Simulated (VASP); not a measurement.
**Cu: density of states with PBE**

Crystal: Cu.

```
CELL_PARAMETERS angstrom
0.00000 1.80500 1.80500
1.80500 0.00000 1.80500
1.80500 1.80500 0.00000
ATOMIC_POSITIONS crystal
Cu 0.00000 0.00000 0.00000
```

```json
{
 "Program": "VASP 6.6.1",
 "Task": "density of states",
 "Functional": "PBE",
 "Potentials or basis": "VASP PAW PBE potentials, release 64 (Cu)",
 "Cutoff": "520 eV",
 "k mesh": "6 × 6 × 6",
 "Occupations": "tetrahedron, width 0.05 eV",
 "Spin": "no spin polarisation",
 "Dipole correction": "no",
 "k mesh for the DOS": "9 × 9 × 9",
 "Occupations for the DOS": "tetrahedron",
 "Further INCAR settings": "ALGO = Normal; EDIFF = 1e-06; NBANDS = 12"
}
```

The valence electrons inside the program's atomic spheres are Cu 10.01.

Levels at points of the mesh, in eV from the Fermi level:
```
           k point  band 4  band 5  band 6  band 7  band 8  band 9
(0.00, 0.00, 0.00)   -3.19   -2.36   -2.36   22.51   25.18   25.18
```

Run time: 14 s on 1 thread of Intel Xeon 8259CL (shared host), peak memory 0.12 GiB.

Caveat: the k points lie up to 0.50 Å⁻¹ apart.
